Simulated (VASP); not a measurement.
# Sr (Fm-3m) in VASP: a series of runs

Runs on Sr. Level: LDA. Tasks: single point.

All numbers are computed with VASP 6.6.1; they aren't measurements. Logs are shortened: lines on timing, memory, paths and dates and some standing lists are left out, and cuts for length are marked.

## Step 1: The cell of the first run

Symmetry: Fm-3m, No. 225, cubic system. The conventional cell has a = 4.268 Å, b = 4.268 Å, c = 4.268 Å, α = 90.00°, β = 90.00°, γ = 90.00°. Sr (site symmetry m-3m) has 12 Sr at 3.02 Å within 4.0 Å.

## Step 2: Single point, LDA (19.44 Å³/atom)

The input, INCAR:

```
SYSTEM = Sr
ALGO = Normal
EDIFF = 1E-6
ENCUT = 520
GGA = CA
ISIF = 2
ISMEAR = -1
LASPH = .True.
LCHARG = .True.
LELF = .True.
LREAL = .False.
LVHAR = .True.
LWAVE = .False.
NBANDS = 11
NELM = 80
PREC = Accurate
SIGMA = 0.05
```

The input, KPOINTS:

```
k-points
0
Gamma
  13 13 13
  0 0 0
```

The input, POSCAR:

```
Sr
1.0
    0.0000000000      2.1340242794      2.1340242794
    2.1340242794      0.0000000000      2.1340242794
    2.1340242794      2.1340242794      0.0000000000
Sr
1
Direct
    0.0000000000      0.0000000000      0.0000000000
```

Potentials or basis: VASP PAW LDA potentials, release 64 (Sr_sv).

Run with:

```bash
$ cat potpaw_LDA.64/Sr_sv/POTCAR > POTCAR
$ mpirun -np 1 vasp_std > vasp.out
```

OUTCAR:

```text
SYSTEM = Sr
   EDIFF = 1E-6
   ENCUT = 520
   GGA = CA
   ISIF = 2
   ISMEAR = -1
   LASPH = .True.
   LREAL = .False.
   NELM = 80
   PREC = Accurate

 ion  position               nearest neighbor table
   1  0.000  0.000  0.000-

  LATTYP: Found a face centered cubic cell.
 ALAT       =     4.2680485588

  Lattice vectors:

 A1 = (   0.0000000000,   2.1340242794,   2.1340242794)
 A2 = (   2.1340242794,   0.0000000000,   2.1340242794)
 A3 = (   2.1340242794,   2.1340242794,   0.0000000000)

Analysis of symmetry for initial positions (statically):
=====================================================================
 Subroutine PRICEL returns:
 Original cell was already a primitive cell.

 Routine SETGRP: Setting up the symmetry group for a
 face centered cubic supercell.

 Subroutine GETGRP returns: Found 48 space group operations
 (whereof 48 operations were pure point group operations)
 out of a pool of 48 trial point group operations.

The static configuration has the point symmetry O_h .

Analysis of symmetry for dynamics (positions and initial velocities):
=====================================================================
 Subroutine PRICEL returns:
 Original cell was already a primitive cell.

 Routine SETGRP: Setting up the symmetry group for a
 face centered cubic supercell.

 Subroutine GETGRP returns: Found 48 space group operations
 (whereof 48 operations were pure point group operations)
 out of a pool of 48 trial point group operations.

The dynamic configuration has the point symmetry O_h .

 Subroutine INISYM returns: Found 48 space group operations
 (whereof 48 operations are pure point group operations),
 and found     1 'primitive' translations

----------------------------------------------------------------------------------------

                                     Primitive cell

  volume of cell :      19.4369

  direct lattice vectors                    reciprocal lattice vectors
     0.000000000  2.134024279  2.134024279    -0.234299115  0.234299115  0.234299115
     2.134024279  0.000000000  2.134024279     0.234299115 -0.234299115  0.234299115
     2.134024279  2.134024279  0.000000000     0.234299115  0.234299115 -0.234299115

  length of vectors
     3.017966078  3.017966078  3.017966078     0.405817971  0.405817971  0.405817971

  position of ions in fractional coordinates (direct lattice)
     0.000000000  0.000000000  0.000000000

  ion indices of the primitive-cell ions
[... 79 lines left out ...]
   NFREE  =      0    steps in history (QN), initial steepest desc. (CG)
   ISIF   =      2    stress and relaxation
   ISYM   =      2    0-nonsym 1-usesym 2-fastsym
   POTIM  = 0.5000    time-step for ionic-motion
   TEBEG  =    0.0;   TEEND  =   0.0 temperature during run
   PSTRESS=    0.0 pullay stress
   NELECT =      10.0000    total number of electrons
   NUPDOWN=      -1.0000    fix difference up-down
   EMIN   =  10.00;   EMAX   =-10.00  energy-range for DOS
   EFERMI =   0.00;   METHOD = LEGACY
   ISMEAR =    -1;   SIGMA  =   0.05  broadening in eV -4-tet -1-fermi 0-gaus
   EFERMI_NEDOS =   21; number of points for ismear=-14 and -15
   IALGO  =     38    algorithm
   IMIX   =      4    mixing-type and parameters
     AMIX     =   0.40;   BMIX     =  1.00
     AMIX_MAG =   1.60;   BMIX_MAG =  1.00
  volume/ion in A,a.u.               =      19.44       131.17
  Fermi-wavevector in a.u.,A,eV,Ry     =   1.311794  2.478930 23.412935  1.720802
  Thomas-Fermi vector in A             =   2.442230
   LORBIT       =      0    0 simple, 1 ext, 2 COOP (PROOUT), +10 PAW based schemes
   GGA     = CA    functional components
   LHFCALC =     F    Hartree Fock is set to
   AEXX    =    0.0000 exact exchange contribution
   IVDW    =     0    specifies the selected vdW correction
   LEPSILON=     F    determine dielectric tensor
   LRPA    =     F    only Hartree local field effects (RPA)
 non-spin polarized calculation
  energy-cutoff  :      520.00
  volume of cell :       19.44
 maximum number of plane-waves:       535
   NGX = 11   NGY = 11   NGZ = 11

 number of electron      10.0000000 magnetization

 Free energy of the ion-electron system (eV)
  ---------------------------------------------------
  ext. energy  EPLUGINS =         0.00000000
  ---------------------------------------------------
  free energy    TOTEN  =         0.33874597 eV

  energy without entropy =        0.34696223  energy(sigma->0) =        0.34285410

 E-fermi :   6.5807     XC(G=0): -11.6405

 val. band max:        6.5689948990   @ k =  -0.3846   0.4615   0.1538
 cond. band min:       6.6065030999   @ k =   0.4615   0.3077   0.0769
 fundamental gap:      0.0375082009
 Fermi energy:         6.5806834316

 k-point     1 :       0.0000    0.0000    0.0000
  band No.  band energies     occupation
      1     -29.3299      2.00000
      2      -9.2301      2.00000
      3      -9.2301      2.00000
      4      -9.2301      2.00000
      5       3.4544      2.00000
      6       9.9349      0.00000
      7       9.9349      0.00000
      8       9.9349      0.00000
      9      14.1724      0.00000
     10      14.1724      0.00000
     11      17.7078      0.00000
[... 309 lines left out ...]
 k-point    24 :       0.4615    0.1538    0.0000
  band No.  band energies     occupation
      1     -28.4417      2.00000
      2     -12.7044      2.00000
      3     -10.2184      2.00000
      4      -9.9184      2.00000
      5       5.8645      2.00000
      6       8.0920      0.00000
      7      10.4718      0.00000
      8      10.7213      0.00000
      9      16.8492      0.00000
     10      17.6614      0.00000
     11      20.1892      0.00000

 [... further k-points ...]

------------------------ aborting loop because EDIFF is reached ----------------------------------------

  FORCE on cell =-STRESS in cart. coord.  units (eV):
  Direction    XX          YY          ZZ          XY          YZ          ZX
  --------------------------------------------------------------------------------------
  -------------------------------------------------------------------------------------
  Total        5.3519466      5.3519466      5.3519466      0.0000000      0.0000000      0.0000000
  in kB      441.1581347    441.1581347    441.1581347      0.0000000      0.0000000      0.0000000
  external PRESSURE =     441.1581347 kB  Pullay stress =       0.0000000 kB

 VOLUME and BASIS-vectors are now :
 -----------------------------------------------------------------------------
  energy-cutoff  :      520.00
  volume of cell :       19.44
      direct lattice vectors                 reciprocal lattice vectors
     0.000000000  2.134024279  2.134024279    -0.234299115  0.234299115  0.234299115
     2.134024279  0.000000000  2.134024279     0.234299115 -0.234299115  0.234299115
     2.134024279  2.134024279  0.000000000     0.234299115  0.234299115 -0.234299115

 POSITION                                       TOTAL-FORCE (eV/Angst)
 -----------------------------------------------------------------------------------
      0.00000      0.00000      0.00000         0.000000      0.000000     -0.000000
 -----------------------------------------------------------------------------------
    total drift:                               -0.000000      0.000000     -0.000000

  FREE ENERGIE OF THE ION-ELECTRON SYSTEM (eV)
  ---------------------------------------------------
  free  energy   TOTEN  =         0.3387459704 eV

  energy  without entropy=        0.3469622332  energy(sigma->0) =        0.34285410
```

Wall time 21 s (1 thread of Intel Xeon 8259CL, shared host); peak memory 0.14 GiB.

Results:

| Quantity | Value |
| --- | --- |
| Free energy | 0.3387 eV |
| Pressure | 44.1 GPa |
| Band gap on the k mesh | zero (bands 5 and 6 overlap by 2.49 eV) |

Caveat: the cell stands under pressure.

## Step 3: Single point, LDA (19.44 Å³/atom)

The input, INCAR:

```
  PREC = Accurate
  ENCUT = 520
  EDIFF = 1E-6
  ISMEAR = -1
  SIGMA = 0.05
  LREAL = False
  LASPH = True
  NELM = 60
  ALGO = Normal
  ISIF = 2
  LWAVE = False
  LCHARG = True
  LELF = True
  LVHAR = True
  NBANDS = 11
```

The input, KPOINTS:

```
Automatic mesh
0
Gamma
  13 13 13
```

POSCAR is that of step 2.

Potentials or basis: VASP PAW LDA potentials, release 64 (Sr_sv).

Run with:

```bash
$ cat potpaw_LDA.64/Sr_sv/POTCAR > POTCAR
$ mpirun -np 1 vasp_std > vasp.out
```

Run time: 20 s. Hardware: 1 thread of Intel Xeon 8259CL, shared host; peak memory 0.14 GiB.

The run converged. Its results:

```yaml
Free_energy: 0.3387 eV
Pressure: 44.1 GPa
Band_gap_on_the_k_mesh: zero (bands 5 and 6 overlap by 2.49 eV)
```

Levels at points of the mesh, in eV from the Fermi level:
| k point | band 3 | band 4 | band 5 | band 6 | band 7 | band 8 |
| --- | --- | --- | --- | --- | --- | --- |
| (0.00, 0.00, 0.00) | -15.81 | -15.81 | -3.13 | 3.35 | 3.35 | 3.35 |

Caveat: the cell stands under pressure.

(Continued in part 2 of 2.)
